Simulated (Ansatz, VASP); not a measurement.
## One calculation of Ag, two programs

File POSCAR:

```
Ag
1.0
    2.7699718284      0.0000000000      0.0000000000
   -1.3849859142      2.3988659712      0.0000000000
    0.0000000000      0.0000000000      9.1590204407
Ag
4
Direct
    0.3333333333      0.6666666667      0.2500000000
    0.6666666667      0.3333333333      0.7500000000
    1.0000000000      1.0000000000      1.0000000000
    1.0000000000      1.0000000000      0.5000000000
```

INCAR.step1

```
SYSTEM = Ag
PREC     = Accurate       ! precision mode
ENCUT    = 520            ! plane-wave cutoff, eV
ISMEAR   = -1             ! smearing method
SIGMA    = 0.1            ! smearing width, eV
LREAL    = .False.        ! projectors in reciprocal space
LASPH    = .True.         ! aspherical terms in the spheres
NELM     = 60             ! most SCF steps
NBANDS   = 30             ! bands
GGA      = PE             ! functional
ALGO     = Normal         ! electronic algorithm
EDIFF    = 1E-4           ! SCF threshold, eV
LWAVE    = .True.         ! write WAVECAR
LCHARG   = .False.        ! write CHGCAR
```

INCAR.step2

```
SYSTEM = Ag
PREC     = Accurate       ! precision mode
ENCUT    = 520            ! plane-wave cutoff, eV
EDIFF    = 1E-6           ! SCF threshold, eV
ISMEAR   = -1             ! smearing method
SIGMA    = 0.1            ! smearing width, eV
LREAL    = .False.        ! projectors in reciprocal space
LASPH    = .True.         ! aspherical terms in the spheres
NELM     = 60             ! most SCF steps
ALGO     = Normal         ! electronic algorithm
ISIF     = 2              ! what is computed and relaxed
LWAVE    = .False.        ! write WAVECAR
LCHARG   = .False.        ! write CHGCAR
METAGGA  = R2SCAN         ! meta-GGA
LMIXTAU  = .True.       
NBANDS   = 30             ! bands
ISTART   = 1
```

The input KPOINTS:

```
Automatic mesh
0
Gamma
  14 14 4
  0 0 0
```

Input for Ansatz:

```yaml
crystal:
  lattice:
    - [2.7699718284, 0.0, 0.0]
    - [-1.3849859142, 2.3988659712, 0.0]
    - [0.0, 0.0, 9.1590204407]
  atoms:
    - { symbol: Ag, position: [0.3333333333, 0.6666666667, 0.25] }
    - { symbol: Ag, position: [0.6666666667, 0.3333333333, 0.75] }
    - { symbol: Ag, position: [1.0, 1.0, 1.0] }
    - { symbol: Ag, position: [1.0, 1.0, 0.5] }
hamiltonian:
  xc: r2scan
  pseudopotentials:
    kind: paw
    azcp:
      Ag: "pseudopotentials/Ag.paw.azcp"
basis:
  ecutwfc: 500
  fft_grid_basis: typed
kpoints:
  mp_grid: { grid: [14, 14, 4], shift: [0, 0, 0] }
magnetization:
  spin_polarized: false
scf:
  occupations: { method: fermi_dirac, width: 0.1 }
  lower_state_search: "off"
output:
  stress: true
```

Alike in both runs: task single point; functional r2SCAN; k mesh 14 × 14 × 4; occupations fermi-dirac, width 0.1 eV; no spin polarisation.

|  | VASP | Ansatz |
| --- | --- | --- |
| version | VASP 6.6.1 | Ansatz 0.2.0 |
| potentials or method | VASP PAW PBE potentials, release 64 (Ag), cutoff 520 eV | plane waves (500 eV) with PAW, scalar-relativistic |
| valence electrons in the cell | 44 | 76 |

|  | VASP | Ansatz | Ansatz less VASP |
| --- | --- | --- | --- |
| pressure (GPa) | 19.6 | 19.2 | -0.43 |
| traceless stress, the component that is largest in VASP (GPa) | -1.64 | -1.62 | +0.017 |

VASP's potentials were made for PBE, not for r2SCAN. VASP's potentials hold 44 valence electrons a cell and Ansatz's 76, so a difference there can come from the potentials and not from the codes.
